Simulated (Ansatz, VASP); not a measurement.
BiO5: VASP beside Ansatz

Contents of INCAR:

```
SYSTEM = BiO5
ALGO = Normal ; EDIFF = 1E-6
EDIFFG = -0.01 ; ENCUT = 600
GGA = PE ; IBRION = 2
ISIF = 3 ; ISMEAR = 0
LASPH = .TRUE. ; LCHARG = .FALSE.
LREAL = .FALSE. ; LWAVE = .FALSE.
NELM = 100 ; NSW = 100
PREC = Accurate ; SIGMA = 0.1
```

The input KPOINTS:

```
k-points
0
G
  10 10 10
  0 0 0
```

POSCAR

```
BiO5
1.0
    0.0000000000      3.1555076772      3.1555076772
    3.1555076772      0.0000000000      3.1555076772
    3.1555076772      3.1555076772      0.0000000000
Bi O
1 5
Direct
    0.5000000000      0.5000000000      0.5000000000
    0.8777120879      0.8777120879      0.8777120879
    0.3668637363      0.8777120879      0.8777120879
    0.2500000000      0.2500000000      0.2500000000
    0.8777120879      0.3668637363      0.8777120879
    0.8777120879      0.8777120879      0.3668637363
```

Input for Ansatz:

```yaml
crystal:
  lattice:
    - [0.0, 3.1555076772, 3.1555076772]
    - [3.1555076772, 0.0, 3.1555076772]
    - [3.1555076772, 3.1555076772, 0.0]
  atoms:
    - { symbol: Bi, position: [0.5, 0.5, 0.5] }
    - { symbol: O, position: [0.8777120879, 0.8777120879, 0.8777120879] }
    - { symbol: O, position: [0.3668637363, 0.8777120879, 0.8777120879] }
    - { symbol: O, position: [0.25, 0.25, 0.25] }
    - { symbol: O, position: [0.8777120879, 0.3668637363, 0.8777120879] }
    - { symbol: O, position: [0.8777120879, 0.8777120879, 0.3668637363] }
basis:
  ecutwfc: 420
kpoints:
  mp_grid: { grid: [10, 10, 10] }
hamiltonian:
  xc: pbe
scf:
  occupations: { method: gaussian, width: 0.1 }
output:
  forces: true
  stress: true
  eigenvalues: true
  write_density: true
  write_potential: true
  elf: true
  volumetric_format: npy
relax:
  adjacent_minimum: "off"
  f_tol: 0.01
  max_steps: 80
  cell: { stress_tol: 0.05 }
```

Change from the starting cell: species swapped into the HfNi5 type (F-43m, No. 216).

Alike in both runs: task relaxation of cell and atoms; functional PBE; k mesh 10 × 10 × 10; occupations gaussian, width 0.1 eV; no spin polarisation.

```csv
,VASP,Ansatz
version,VASP 6.6.1,Ansatz 0.2.0
potentials or method,"VASP PAW PBE potentials, release 64 (Bi_d, O), cutoff 600 eV","scalar-relativistic, plane waves, PAW"
valence electrons in the cell,45,45
```

Ansatz gave:

* gap on the k mesh at the Fermi level, each at its own relaxed structure (eV): none
* relaxed volume (Å³/atom): 10.46
* relaxed cell length with the largest relative difference (Å): 4.460

**Question.** Estimate VASP's values.

**Answer.** gap on the k mesh at the Fermi level, each at its own relaxed structure (eV): none; relaxed volume (Å³/atom): 10.44; relaxed cell length with the largest relative difference (Å): 4.458.

A gap of «none» marks a metal or a gap that the smearing closes.

Spin-orbit coupling is off throughout.
